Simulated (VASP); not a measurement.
# Mg16HO16 (a cell with a defect) in VASP: notebook

Runs on Mg16HO16 (a cell with a defect). Level: PBE. Tasks: single point.

Everything below comes from runs of VASP 6.6.1. Logs are shortened: lines on timing, memory, paths and dates and some standing lists are left out, and cuts for length are marked.

### 1 The cell of the first run

The cell holds a defect, 33 atoms: a = 7.369 Å, b = 7.369 Å, c = 7.369 Å, α = 109.47°, β = 109.47°, γ = 109.47°.

### 2 Single point, PBE

Input file INCAR:

```
SYSTEM = Mg16HO16
PREC = Accurate
ENCUT = 520
EDIFF = 1E-6
ISMEAR = -1
SIGMA = 0.01
LREAL = Auto
LASPH = .True.
NELM = 120
ALGO = Normal
ISIF = 2
LWAVE = .False.
LCHARG = .False.
GGA = PE
NBANDS = 86
NELECT = 130.0
GGA_COMPAT = .False.
```

Input file KPOINTS:

```
Automatic mesh
0
Gamma
  1 1 1
  0 0 0
```

Input file POSCAR:

```
Mg16HO16
1.0
   -4.2543812300      4.2543812300      4.2543812300
    4.2543812300     -4.2543812300      4.2543812300
    4.2543812300      4.2543812300     -4.2543812300
Mg O H
16 16 1
Direct
   -0.0050772405     -0.0043247548     -0.0051544327
    0.0001913318      0.2547711671      0.7496449688
    0.0036606957      0.4999823792      0.4991916156
    0.0002010489      0.7504569375      0.2539119731
    0.2540422514      0.0008339334      0.7496423889
    0.2455439551      0.2462037619      0.4958592497
    0.2455439096      0.4966547285      0.2453984075
    0.2540385159      0.7504317577      0.0000508551
    0.4993483786      0.0043418152      0.4992372890
    0.4959787951      0.2462034199      0.2453981045
    0.4993292577      0.4999879384      0.0034903787
    0.5047658061      0.7504953451      0.7496875302
    0.7497731137      0.0008636913      0.2539357990
    0.7497507069      0.2547704217      0.0000497444
    0.7498213681      0.5054985856      0.7496352815
    0.7498051805      0.7504775258      0.5045951665
    0.0018872905      0.0025715278      0.5058633646
   -0.0064076910      0.2463653893      0.2455592105
    0.0018995350      0.5067191029      0.0017734079
    0.0338056140      0.7503206411      0.7495628815
    0.2456662731     -0.0057486640      0.2455318909
    0.2456412271      0.2463391856     -0.0065553508
    0.2538951601      0.4982965822      0.7496386078
    0.2538720143      0.7504452213      0.4974922586
    0.5059827285      0.0025561340      0.0017436867
    0.4976232646      0.2545319362      0.7496291624
    0.4658532769      0.4664960629      0.4656962394
    0.4976451167      0.7504342289      0.2537362202
    0.7497486336      0.0345927061      0.7496241173
    0.7497562779      0.2545293800      0.4974717272
    0.7497554240      0.4982982096      0.2537189401
    0.7497321501      0.7504184071      0.0336979276
    0.7499581488      0.7507296641      0.7497849520
```

Potentials or basis: VASP PAW PBE potentials, release 64 (Mg, O, H).

Started as:

```console
> cat potpaw_PBE.64/Mg/POTCAR potpaw_PBE.64/O/POTCAR potpaw_PBE.64/H/POTCAR > POTCAR
> mpirun -np 1 vasp_gam > vasp.out
```

OUTCAR:

```text
SYSTEM = Mg16HO16
   PREC = Accurate
   ENCUT = 520
   EDIFF = 1E-6
   ISMEAR = -1
   LREAL = Auto
   LASPH = .True.
   NELM = 120
   ISIF = 2
   GGA = PE
   NELECT = 130.0

 ion  position               nearest neighbor table
   1  0.995  0.996  0.995-  33 1.81  18 2.14  22 2.14  21 2.14  32 2.26  29 2.26  20 2.26  12 2.95
                            15 2.95  16 2.95   7 3.01   6 3.01  10 3.01  13 3.03  14 3.03   4 3.03
   2  0.000  0.255  0.750-  29 2.01  23 2.12  17 2.12  22 2.12  30 2.14  19 2.14   8 2.98   3 2.98
                            13 2.98   7 2.98   6 3.00  11 3.00   9 3.01  14 3.01  15 3.01  16 3.03
   3  0.004  0.500  0.499-  20 2.01  18 2.12  30 2.12  31 2.12  23 2.14  24 2.14   6 2.98   2 2.98
                             7 2.98   4 2.98  13 3.00  14 3.00   5 3.01   8 3.01  12 3.01  15 3.03
   4  0.000  0.750  0.254-  32 2.01  24 2.12  19 2.12  21 2.12  17 2.14  31 2.14  14 2.98   5 2.98
                             6 2.98   3 2.98   7 3.00   9 3.00  13 3.01  11 3.01  16 3.01  15 3.03
   5  0.254  0.001  0.750-  20 2.01  26 2.12  17 2.12  22 2.12  25 2.14  24 2.14  14 2.98   9 2.98
                             4 2.98  10 2.98   6 3.00  11 3.00   8 3.01   3 3.01  12 3.01  16 3.03
   6  0.246  0.246  0.496-  27 2.01  17 2.12  26 2.12  23 2.12  21 2.14  18 2.14   3 2.98   9 2.98
                             4 2.98  13 2.98   2 3.00   5 3.00  10 3.01   7 3.01   1 3.01  15 3.03
   7  0.246  0.497  0.245-  27 2.01  19 2.12  28 2.12  24 2.12  22 2.14  18 2.14   3 2.98  11 2.98
                             2 2.98  14 2.98   8 3.00   4 3.00  10 3.01   6 3.01   1 3.01  16 3.03
   8  0.254  0.750  0.000-  20 2.01  28 2.12  19 2.12  21 2.12  25 2.14  23 2.14   2 2.98  11 2.98
                            13 2.98  10 2.98   7 3.00   9 3.00   5 3.01   3 3.01  12 3.01  15 3.03
   9  0.499  0.004  0.499-  29 2.01  21 2.12  24 2.12  28 2.12  26 2.14  30 2.14   6 2.98  10 2.98
[... 16 lines left out ...]
  18  0.994  0.246  0.246-   3 2.12  13 2.12  14 2.12   7 2.14   6 2.14   1 2.14
  19  0.002  0.507  0.002-   7 2.12   4 2.12   8 2.12   2 2.14  14 2.14  15 2.14
  20  0.034  0.750  0.750-   3 2.01   8 2.01   5 2.01  15 2.26  16 2.26   1 2.26
  21  0.246  0.994  0.246-   9 2.12   4 2.12   8 2.12  10 2.14   6 2.14   1 2.14
  22  0.246  0.246  0.993-  11 2.12   2 2.12   5 2.12   7 2.14  10 2.14   1 2.14
[... 8 lines left out ...]
  31  0.750  0.498  0.254-  14 2.12  10 2.12   3 2.12  11 2.14   4 2.14  16 2.14
  32  0.750  0.750  0.034-  11 2.01  13 2.01   4 2.01  12 2.26  15 2.26   1 2.26
  33  0.750  0.751  0.750-   1 1.81  16 1.81  12 1.81  15 1.81

  LATTYP: Found a body centered cubic cell.
 ALAT       =     8.5087624600

  Lattice vectors:

 A1 = (  -4.2543812300,   4.2543812300,   4.2543812300)
 A2 = (   4.2543812300,  -4.2543812300,   4.2543812300)
 A3 = (   4.2543812300,   4.2543812300,  -4.2543812300)

Analysis of symmetry for initial positions (statically):
=====================================================================
 Subroutine PRICEL returns:
 Original cell was already a primitive cell.

 Routine SETGRP: Setting up the symmetry group for a
 body centered cubic supercell.

 Subroutine GETGRP returns: Found  1 space group operations
 (whereof  1 operations were pure point group operations)
 out of a pool of 48 trial point group operations.
[... 166 lines left out ...]
   EMIN   =  10.00;   EMAX   =-10.00  energy-range for DOS
   EFERMI =   0.00;   METHOD = LEGACY
   ISMEAR =    -1;   SIGMA  =   0.01  broadening in eV -4-tet -1-fermi 0-gaus
   EFERMI_NEDOS =   21; number of points for ismear=-14 and -15
   IALGO  =     38    algorithm
   IMIX   =      4    mixing-type and parameters
     AMIX     =   0.40;   BMIX     =  1.00
     AMIX_MAG =   1.60;   BMIX_MAG =  1.00
  volume/ion in A,a.u.               =       9.33        62.99
  Fermi-wavevector in a.u.,A,eV,Ry     =   1.228003  2.320590 20.517479  1.507992
  Thomas-Fermi vector in A             =   2.362945
   LORBIT       =      0    0 simple, 1 ext, 2 COOP (PROOUT), +10 PAW based schemes
   GGA     = PE    functional components
[... 5 lines left out ...]
 non-spin polarized calculation
  energy-cutoff  :      520.00
  volume of cell :      308.01
 maximum number of plane-waves:      4196
 NGX is ok and might be reduce to    54
   NGX = 27   NGY = 27   NGZ = 27

 number of electron     130.0000003 magnetization

 Free energy of the ion-electron system (eV)
  ---------------------------------------------------
  ext. energy  EPLUGINS =         0.00000000
  ---------------------------------------------------
  free energy    TOTEN  =      -184.14934127 eV

  energy without entropy =     -184.14934127  energy(sigma->0) =     -184.14934127

 E-fermi :   5.5083     XC(G=0): -11.0229

 val. band max:        5.2051328966   @ k =   0.0000   0.0000   0.0000
 cond. band min:       7.9015630045   @ k =   0.0000   0.0000   0.0000
 fundamental gap:      2.6964301079
 Fermi energy:         5.5082968057

 k-point     1 :       0.0000    0.0000    0.0000
  band No.  band energies     occupation
      1     -14.1358      2.00000
      2     -13.0709      2.00000
      3     -13.0707      2.00000
      4     -13.0292      2.00000
      5     -13.0288      2.00000
      6     -13.0284      2.00000
[... 69 lines left out ...]
     76      12.1154      0.00000
     77      12.3959      0.00000
 [bands above 77 left out]

------------------------ aborting loop because EDIFF is reached ----------------------------------------

  FORCE on cell =-STRESS in cart. coord.  units (eV):
  Direction    XX          YY          ZZ          XY          YZ          ZX
  --------------------------------------------------------------------------------------
  -------------------------------------------------------------------------------------
  Total       15.3250976     15.3022648     15.3083515     -0.0097391     -0.0071924     -0.0045370
  in kB       79.7158405     79.5970719     79.6287328     -0.0506596     -0.0374123     -0.0236001
  external PRESSURE =      79.6472151 kB  Pullay stress =       0.0000000 kB

 VOLUME and BASIS-vectors are now :
 -----------------------------------------------------------------------------
  energy-cutoff  :      520.00
  volume of cell :      308.01
      direct lattice vectors                 reciprocal lattice vectors
    -4.254381230  4.254381230  4.254381230     0.000000000  0.117525904  0.117525904
     4.254381230 -4.254381230  4.254381230     0.117525904  0.000000000  0.117525904
     4.254381230  4.254381230 -4.254381230     0.117525904  0.117525904  0.000000000

 POSITION                                       TOTAL-FORCE (eV/Angst)
 -----------------------------------------------------------------------------------
      4.23565      4.22925      4.23631         0.001468      0.002280      0.003358
      4.27236      2.10620     -2.10457        -0.000656      0.000463     -0.001329
      4.23529      0.01221      0.01894         0.000939     -0.001924      0.000126
      4.27211     -2.11164      2.11335         0.000349     -0.000665     -0.000657
      2.11202      4.26651     -2.10492         0.000846     -0.001368      0.000368
      2.11238      2.10677     -0.01749        -0.001584     -0.001004      0.001649
[... 25 lines left out ...]
      0.14628      0.14044      6.23885         0.001686      0.002195     -0.001597
      3.19315      3.18659      3.19463        -0.001223      0.000485     -0.002378
 -----------------------------------------------------------------------------------
    total drift:                                0.000083      0.006863     -0.007413

  FREE ENERGIE OF THE ION-ELECTRON SYSTEM (eV)
  ---------------------------------------------------
  free  energy   TOTEN  =      -184.1493412726 eV

  energy  without entropy=     -184.1493412726  energy(sigma->0) =     -184.14934127
```

OSZICAR:

```text
N       E                     dE             d eps       ncg     rms          rms(c)
DAV:   1     0.129958812335E+04    0.12996E+04   -0.73016E+04   180   0.148E+03
DAV:   2    -0.672125683875E+02   -0.13668E+04   -0.12913E+04   256   0.334E+02
DAV:   3    -0.208789612737E+03   -0.14158E+03   -0.14039E+03   200   0.116E+02
DAV:   4    -0.211538910009E+03   -0.27493E+01   -0.27432E+01   216   0.171E+01
DAV:   5    -0.211561549726E+03   -0.22640E-01   -0.22629E-01   200   0.168E+00    0.298E+01
DAV:   6    -0.184600761120E+03    0.26961E+02   -0.12502E+02   200   0.350E+01    0.936E+00
DAV:   7    -0.184342192487E+03    0.25857E+00   -0.28925E+00   192   0.559E+00    0.570E+00
DAV:   8    -0.184169610416E+03    0.17258E+00   -0.88276E-01   192   0.415E+00    0.105E+00
DAV:   9    -0.184149302263E+03    0.20308E-01   -0.87582E-02   216   0.101E+00    0.485E-01
DAV:  10    -0.184149948777E+03   -0.64651E-03   -0.44393E-02   200   0.685E-01    0.261E-01
DAV:  11    -0.184149346373E+03    0.60240E-03   -0.32556E-03   192   0.252E-01    0.115E-01
DAV:  12    -0.184149347503E+03   -0.11299E-05   -0.25408E-03   192   0.195E-01    0.527E-02
DAV:  13    -0.184149334319E+03    0.13184E-04   -0.16616E-04   232   0.752E-02    0.301E-02
DAV:  14    -0.184149340322E+03   -0.60024E-05   -0.10029E-04   208   0.408E-02    0.664E-03
DAV:  15    -0.184149341273E+03   -0.95083E-06   -0.65333E-06   184   0.113E-02
   1 F= -.18414934E+03 E0= -.18414934E+03  d E =-.426959E-13
```

stdout:

```text
POSCAR found type information on POSCAR MgO H
 POSCAR found :  3 types and      33 ions
 scaLAPACK will be used
 LDA part: xc-table for (Slater+PW92), standard interpolation
 POSCAR, INCAR and KPOINTS ok, starting setup
 FFT: planning ... GRIDC
 FFT: planning ... GRID_SOFT
 FFT: planning ... GRID
 WAVECAR not read
 entering main loop
 the old and the new charge density differ
 old charge density:   129.00000 new  130.00000
    0.298E+01
```

Run time: 49 s. Hardware: 1 thread of Intel Xeon 6975P-C (Granite Rapids), shared host; peak memory 0.4 GiB.

What came out:

```yaml
Free_energy: -184.1493 eV
Largest_force: 0.013 eV/Å
```

Forces in eV/Å, atoms in the order of the input:
```
Mg   0.001  0.002  0.003
Mg  -0.001  0.000 -0.001
Mg   0.001 -0.002  0.000
Mg   0.000 -0.001 -0.001
Mg   0.001 -0.001  0.000
Mg  -0.002 -0.001  0.002
Mg   0.000  0.000  0.000
Mg   0.000  0.000  0.001
Mg  -0.001 -0.001  0.000
Mg   0.000 -0.001 -0.001
Mg   0.001  0.000  0.001
Mg   0.004 -0.004 -0.003
Mg   0.000 -0.001  0.000
Mg  -0.001  0.001  0.000
Mg  -0.004  0.004 -0.005
Mg  -0.003 -0.004  0.004
O   -0.001 -0.001  0.011
O    0.011  0.001  0.002
O   -0.004  0.012 -0.003
O   -0.002  0.003  0.004
O    0.002  0.011  0.002
O    0.001  0.003  0.012
O    0.002 -0.002 -0.010
O    0.003 -0.009 -0.002
O    0.012 -0.001 -0.001
O   -0.001  0.002 -0.011
O   -0.004 -0.004 -0.006
O   -0.001 -0.011  0.002
O    0.005 -0.001  0.004
O   -0.010  0.003 -0.002
O   -0.011 -0.001  0.002
O    0.002  0.002 -0.002
H   -0.001  0.000 -0.002
```

Caveat: the k points lie up to 1.04 Å⁻¹ apart, too coarse for converged energies, forces and pressures; the cell carries a net charge on a neutralising background, which shifts energy and pressure; the cell is charged against a uniform background, so pressure and absolute levels hang on convention.

(Continued in part 2 of 2.)
